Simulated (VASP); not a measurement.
# SnO (P4/nmm) in VASP: a series of runs

Aim: see how the results for SnO move with the level of theory and the settings. Levels: LDA, SVWN5. Tasks: single point.

All numbers are computed with VASP 6.6.1; they aren't measurements. Logs are shortened: lines on timing, memory, paths and dates and some standing lists are left out, and cuts for length are marked.

## (1) The cell of the first run

It takes space group P4/nmm (No. 129, tetragonal). The conventional cell has a = 3.839 Å, b = 3.839 Å, c = 4.919 Å, α = 90.00°, β = 90.00°, γ = 90.00°. Within 3.0 Å of Sn (site symmetry 4mm) lie 4 O at 2.24 Å. Within 3.0 Å of O (site symmetry -4m2) lie 4 Sn at 2.24 Å and 4 O at 2.71 Å.

## (2) Single point, LDA (volume scaled by 1.02)

Contents of INCAR:

```
PREC = Accurate ; ENCUT = 520
EDIFF = 1E-6 ; ISMEAR = -1
SIGMA = 0.05 ; LREAL = False
LASPH = True ; NELM = 80
ALGO = Normal ; ISIF = 2
LWAVE = False ; LCHARG = False
NBANDS = 28
```

Contents of KPOINTS:

```
regular mesh
0
Gamma
  7 7 6
```

Contents of POSCAR:

```
SnO
1.0
    3.8389522158      0.0000000000      0.0000000000
    0.0000000000      3.8389522158      0.0000000000
    0.0000000000      0.0000000000      4.9192779074
Sn O
2 2
Direct
    0.5000000000      0.0000000000      0.7646261400
    0.0000000000      0.5000000000      0.2353738600
    0.0000000000      0.0000000000      0.0000000000
    0.5000000000      0.5000000000      0.0000000000
```

Potentials or basis: VASP PAW LDA potentials, release 64 (Sn_d, O).

The run is started by

```bash
$ cat potpaw_LDA.64/Sn_d/POTCAR potpaw_LDA.64/O/POTCAR > POTCAR
$ mpirun -np 1 vasp_std > vasp.out
```

OUTCAR:

```text
PREC = Accurate
   ENCUT = 520
   EDIFF = 1E-6
   ISMEAR = -1
   LREAL = False
   LASPH = True
   NELM = 80
   ISIF = 2

 ion  position               nearest neighbor table
   1  0.500  0.000  0.765-   3 2.24   4 2.24   4 2.24   3 2.24   2 3.57   2 3.57   2 3.57   2 3.57

   2  0.000  0.500  0.235-   3 2.24   4 2.24   3 2.24   4 2.24   1 3.57   1 3.57   1 3.57   1 3.57

   3  0.000  0.000  0.000-   1 2.24   2 2.24   2 2.24   1 2.24
   4  0.500  0.500  0.000-   1 2.24   2 2.24   1 2.24   2 2.24

  LATTYP: Found a simple tetragonal cell.
 ALAT       =     3.8389522158
 C/A-ratio  =     1.2814116016

  Lattice vectors:

 A1 = (   3.8389522158,   0.0000000000,   0.0000000000)
 A2 = (   0.0000000000,   3.8389522158,   0.0000000000)
 A3 = (   0.0000000000,   0.0000000000,   4.9192779074)

Analysis of symmetry for initial positions (statically):
=====================================================================
 Subroutine PRICEL returns:
 Original cell was already a primitive cell.

 Routine SETGRP: Setting up the symmetry group for a
 simple tetragonal supercell.

 Subroutine GETGRP returns: Found 16 space group operations
 (whereof  8 operations were pure point group operations)
 out of a pool of 16 trial point group operations.

The static configuration has the point symmetry D_2d.
 The point group associated with its full space group is D_4h.

Analysis of symmetry for dynamics (positions and initial velocities):
=====================================================================
 Subroutine PRICEL returns:
 Original cell was already a primitive cell.

 Routine SETGRP: Setting up the symmetry group for a
 simple tetragonal supercell.

 Subroutine GETGRP returns: Found 16 space group operations
 (whereof  8 operations were pure point group operations)
 out of a pool of 16 trial point group operations.

The dynamic configuration has the point symmetry D_2d.
 The point group associated with its full space group is D_4h.

 Subroutine INISYM returns: Found 16 space group operations
 (whereof  8 operations are pure point group operations),
 and found     1 'primitive' translations

----------------------------------------------------------------------------------------

                                     Primitive cell

  volume of cell :      72.4981

  direct lattice vectors                    reciprocal lattice vectors
     3.838952216  0.000000000  0.000000000     0.260487743  0.000000000  0.000000000
[... 84 lines left out ...]
   ISPIN  =      1    spin polarized calculation?
   LNONCOLLINEAR =      F non collinear calculations
   LSORBIT =      F    spin-orbit coupling
   LASPH  =      T    aspherical Exc in radial PAW
   ENCUT  =  520.0 eV  38.22 Ry    6.18 a.u.   7.14  7.14  9.15*2*pi/ulx,y,z
   NELM   =     80;   NELMIN=  2; NELMDL= -5     # of ELM steps
   EDIFF  = 0.1E-05   stopping-criterion for ELM
   LREAL  =      F    real-space projection
   EDIFFG = 0.1E-04   stopping-criterion for IOM
   NSW    =      0    number of steps for IOM
   IBRION =     -1    ionic relax: 0-MD 1-quasi-New 2-CG
   NFREE  =      0    steps in history (QN), initial steepest desc. (CG)
   ISIF   =      2    stress and relaxation
   ISYM   =      2    0-nonsym 1-usesym 2-fastsym
   POTIM  = 0.5000    time-step for ionic-motion
   TEBEG  =    0.0;   TEEND  =   0.0 temperature during run
   PSTRESS=    0.0 pullay stress
   NELECT =      40.0000    total number of electrons
   NUPDOWN=      -1.0000    fix difference up-down
   EMIN   =  10.00;   EMAX   =-10.00  energy-range for DOS
   EFERMI =   0.00;   METHOD = LEGACY
   ISMEAR =    -1;   SIGMA  =   0.05  broadening in eV -4-tet -1-fermi 0-gaus
   EFERMI_NEDOS =   21; number of points for ismear=-14 and -15
   IALGO  =     38    algorithm
   IMIX   =      4    mixing-type and parameters
     AMIX     =   0.40;   BMIX     =  1.00
     AMIX_MAG =   1.60;   BMIX_MAG =  1.00
  volume/ion in A,a.u.               =      18.12       122.31
  Fermi-wavevector in a.u.,A,eV,Ry     =   1.342721  2.537375 24.529953  1.802901
  Thomas-Fermi vector in A             =   2.470853
   LORBIT       =      0    0 simple, 1 ext, 2 COOP (PROOUT), +10 PAW based schemes
   GGA     = CA    functional components
   LHFCALC =     F    Hartree Fock is set to
   AEXX    =    0.0000 exact exchange contribution
   IVDW    =     0    specifies the selected vdW correction
   LEPSILON=     F    determine dielectric tensor
   LRPA    =     F    only Hartree local field effects (RPA)
 non-spin polarized calculation
  energy-cutoff  :      520.00
  volume of cell :       72.50
 maximum number of plane-waves:      1980
 NGX is ok and might be reduce to    30
   NGX = 15   NGY = 15   NGZ = 19

 number of electron      40.0000009 magnetization

 Free energy of the ion-electron system (eV)
  ---------------------------------------------------
  ext. energy  EPLUGINS =         0.00000000
  ---------------------------------------------------
  free energy    TOTEN  =       -25.66257182 eV

  energy without entropy =      -25.66244074  energy(sigma->0) =      -25.66250628

 E-fermi :   6.5834     XC(G=0): -10.4873

 val. band max:        6.3231700329   @ k =   0.0000   0.0000   0.0000
 cond. band min:       6.8270314109   @ k =   0.4286   0.4286   0.0000
 fundamental gap:      0.5038613779
 Fermi energy:         6.5834438793

 k-point     1 :       0.0000    0.0000    0.0000
  band No.  band energies     occupation
      1     -15.3518      2.00000
      2     -14.9721      2.00000
      3     -14.9721      2.00000
      4     -14.9695      2.00000
      5     -14.9256      2.00000
      6     -14.9202      2.00000
[... 733 lines left out ...]
     27      15.1249      0.00000
     28      15.9637      0.00000

 [... further k-points ...]
[... 5 lines left out ...]
  --------------------------------------------------------------------------------------
  -------------------------------------------------------------------------------------
  Total       -2.2597880     -2.2597880     -1.8357269      0.0000000      0.0000000      0.0000000
  in kB      -49.9403414    -49.9403414    -40.5687741      0.0000000      0.0000000      0.0000000
  external PRESSURE =     -46.8164856 kB  Pullay stress =       0.0000000 kB

 VOLUME and BASIS-vectors are now :
 -----------------------------------------------------------------------------
  energy-cutoff  :      520.00
  volume of cell :       72.50
      direct lattice vectors                 reciprocal lattice vectors
     3.838952216  0.000000000  0.000000000     0.260487743  0.000000000  0.000000000
     0.000000000  3.838952216  0.000000000     0.000000000  0.260487743  0.000000000
     0.000000000  0.000000000  4.919277907     0.000000000  0.000000000  0.203281868

 POSITION                                       TOTAL-FORCE (eV/Angst)
 -----------------------------------------------------------------------------------
      1.91948      0.00000      3.76141         0.000000     -0.000000      0.391587
      0.00000      1.91948      1.15787        -0.000000     -0.000000     -0.391587
      0.00000      0.00000      0.00000        -0.000000     -0.000000      0.000000
      1.91948      1.91948      0.00000        -0.000000      0.000000      0.000000
 -----------------------------------------------------------------------------------
    total drift:                                0.000000      0.000000      0.000000

  FREE ENERGIE OF THE ION-ELECTRON SYSTEM (eV)
  ---------------------------------------------------
  free  energy   TOTEN  =       -25.6625718203 eV

  energy  without entropy=      -25.6624407434  energy(sigma->0) =      -25.66250628
```

OSZICAR:

```text
N       E                     dE             d eps       ncg     rms          rms(c)
DAV:   1     0.416943616828E+03    0.41694E+03   -0.19941E+04  2332   0.216E+03
DAV:   2     0.367646756800E+02   -0.38018E+03   -0.36544E+03  2308   0.541E+02
DAV:   3    -0.260715063447E+02   -0.62836E+02   -0.61553E+02  2552   0.183E+02
DAV:   4    -0.292468157630E+02   -0.31753E+01   -0.31552E+01  2552   0.439E+01
DAV:   5    -0.293226127553E+02   -0.75797E-01   -0.75788E-01  2456   0.742E+00    0.114E+01
DAV:   6    -0.258070659508E+02    0.35155E+01   -0.17046E+01  3612   0.460E+01    0.520E+00
DAV:   7    -0.257201402263E+02    0.86926E-01   -0.21462E+00  2672   0.879E+00    0.244E+00
DAV:   8    -0.256763064225E+02    0.43834E-01   -0.34757E-01  2592   0.371E+00    0.770E-01
DAV:   9    -0.256621712048E+02    0.14135E-01   -0.45554E-02  3560   0.210E+00    0.219E-01
DAV:  10    -0.256630149095E+02   -0.84370E-03   -0.70243E-03  3212   0.731E-01    0.149E-01
DAV:  11    -0.256625514066E+02    0.46350E-03   -0.20211E-03  3444   0.399E-01    0.165E-02
DAV:  12    -0.256625744756E+02   -0.23069E-04   -0.23454E-04  2308   0.885E-02    0.233E-02
DAV:  13    -0.256625723212E+02    0.21544E-05   -0.10772E-05  2960   0.254E-02    0.700E-03
DAV:  14    -0.256625718203E+02    0.50090E-06   -0.20546E-06  1696   0.968E-03
   1 F= -.25662572E+02 E0= -.25662506E+02  d E =-.131077E-03
```

Run time: 31 s. Hardware: 1 thread of Intel Xeon 6975P-C (Granite Rapids), shared host; peak memory 0.2 GiB.

Results:

| Item | Value |
| --- | --- |
| Free energy | -25.6626 eV |
| Pressure | -4.7 GPa |
| Largest force | 0.392 eV/Å |
| Band gap on the k mesh | 0.50 eV, indirect (least direct gap 1.97 eV) |

Forces on the atoms (eV/Å):
```
Sn   0.000  0.000  0.392
Sn   0.000  0.000 -0.392
O    0.000  0.000  0.000
O    0.000  0.000  0.000
```

Caveat: spin-orbit coupling is left out, which moves the levels of the heavy elements.

## (3) Single point, LDA (volume scaled by 1.04)

Contents of INCAR:

```
SYSTEM = SnO
PREC = Accurate
ENCUT = 520
EDIFF = 1E-6
ISMEAR = -1
SIGMA = 0.05
LREAL = .FALSE.
LASPH = .TRUE.
NELM = 80
ALGO = Normal
ISIF = 2
LWAVE = .FALSE.
LCHARG = .FALSE.
NBANDS = 28
```

Contents of KPOINTS:

```
regular mesh
0
G
  7 7 6
  0 0 0
```

Contents of POSCAR:

```
SnO
1.0
    3.8638811754      0.0000000000      0.0000000000
    0.0000000000      3.8638811754      0.0000000000
    0.0000000000      0.0000000000      4.9512221655
Sn O
2 2
Direct
    0.5000000000      0.0000000000      0.7646261400
    0.0000000000      0.5000000000      0.2353738600
    0.0000000000      0.0000000000      0.0000000000
    0.5000000000      0.5000000000      0.0000000000
```

Potentials or basis: VASP PAW LDA potentials, release 64 (Sn_d, O).

The run is started by

```bash
$ cat potpaw_LDA.64/Sn_d/POTCAR potpaw_LDA.64/O/POTCAR > POTCAR
$ mpirun -np 1 vasp_std > vasp.out
```

It took 30 s on 1 thread of Intel Xeon 6975P-C (Granite Rapids), shared host; peak memory 0.19 GiB.

It converged, with:

```yaml
Free_energy: -25.6155 eV
Pressure: -6.2 GPa
Largest_force: 0.635 eV/Å
Band_gap_on_the_k_mesh: 0.56 eV, indirect (least direct gap 1.97 eV)
```

Forces on the atoms (eV/Å):
```
Sn   0.000  0.000  0.635
Sn   0.000  0.000 -0.635
O    0.000  0.000  0.000
O    0.000  0.000  0.000
```

Stress tensor (GPa, compression positive):
```
-6.63  0.00  0.00
 0.00 -6.63  0.00
 0.00  0.00 -5.32
```

Levels at points of the mesh, in eV from the valence-band top:
| k point | band 17 | band 18 | band 19 | band 20 | band 21 | band 22 | band 23 | band 24 |
| --- | --- | --- | --- | --- | --- | --- | --- | --- |
| (0.00, 0.00, 0.00) | -3.11 | -2.83 | -2.83 | 0.00 | 1.98 | 4.19 | 4.76 | 4.76 |
| (0.00, 0.00, 0.50) | -3.17 | -2.84 | -2.84 | -1.90 | 1.60 | 3.09 | 3.09 | 3.69 |

Caveat: spin-orbit coupling is left out, which moves the levels of the heavy elements. A k mesh can miss the band edges.

[end of part 1 of 2]
